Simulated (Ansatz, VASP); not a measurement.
# Li2HfN2 in VASP and in Ansatz

File INCAR:

```
SYSTEM = Li2HfN2
PREC = Accurate
ENCUT = 520
EDIFF = 1E-6
ISMEAR = 0
SIGMA = 0.05
LREAL = .False.
LASPH = .True.
NELM = 100
ALGO = Normal
ISIF = 2
LWAVE = .False.
LCHARG = .False.
NBANDS = 21
```

KPOINTS

```
Automatic mesh
0
Gamma
  9 9 6
  0 0 0
```

POSCAR

```
Li2HfN2
1.0
    3.2371209533      0.0000000000      0.0000000000
   -1.6185604767      2.8034289807     -0.0280342898
    0.0000000000     -0.0542359518      5.4235951800
Li Hf N
2 1 2
Direct
    0.6666666667      0.3333333333      0.3827885700
    0.3333333333      0.6666666667      0.6172114300
    0.0000000000      0.0000000000      0.0000000000
    0.6666666667      0.3333333333      0.7793848600
    0.3333333333      0.6666666667      0.2206151400
```

Input for Ansatz:

```yaml
crystal:
  lattice:
    - [3.2371209533, 0.0, 0.0]
    - [-1.6185604767, 2.8034289807, -0.0280342898]
    - [0.0, -0.0542359518, 5.42359518]
  atoms:
    - { symbol: Li, position: [0.6666666667, 0.3333333333, 0.38278857] }
    - { symbol: Li, position: [0.3333333333, 0.6666666667, 0.61721143] }
    - { symbol: Hf, position: [0.0, 0.0, 0.0] }
    - { symbol: "N", position: [0.6666666667, 0.3333333333, 0.77938486] }
    - { symbol: "N", position: [0.3333333333, 0.6666666667, 0.22061514] }
basis:
  ecutwfc: 420
kpoints:
  mp_grid: { grid: [9, 9, 6] }
hamiltonian:
  xc: lda
scf:
  occupations: { method: gaussian, width: 0.05 }
output:
  forces: true
  stress: true
  eigenvalues: true
```

Change from the starting cell: strain -0.0200 x Voigt [0, 0, 0, 1, 0, 0], atoms carried along.

Alike in both runs: task single point; functional LDA; k mesh 9 × 9 × 6; occupations gaussian, width 0.05 eV; no spin polarisation.

|  | VASP | Ansatz |
| --- | --- | --- |
| version | VASP 6.6.1 | Ansatz 0.2.0 |
| potentials or method | VASP PAW LDA potentials, release 64 (Li_sv, Hf_pv, N), cutoff 520 eV | scalar-relativistic, plane waves, PAW |
| valence electrons in the cell | 26 | 42 |

|  | VASP | Ansatz | Ansatz less VASP |
| --- | --- | --- | --- |
| gap on the k mesh at the Fermi level (eV) | 1.75 | 1.71 | -0.043 |
| least direct gap on the mesh (eV) | 2.58 | 2.57 | -0.016 |
| rms of the force components (eV/Å) | 0.086 | 0.070 | -0.0157 |

LDA's correlation is that of Perdew and Zunger in VASP and of Perdew and Wang (1992) in Ansatz. Atom by atom the forces differ by 0.033 eV/Å (rms over components). VASP's potentials hold 26 valence electrons a cell and Ansatz's 42, so a difference there can come from the potentials and not from the codes.

Spin-orbit coupling is off throughout. Noted on VASP's run: the cutoff is short for stress, so the pressure is rough.
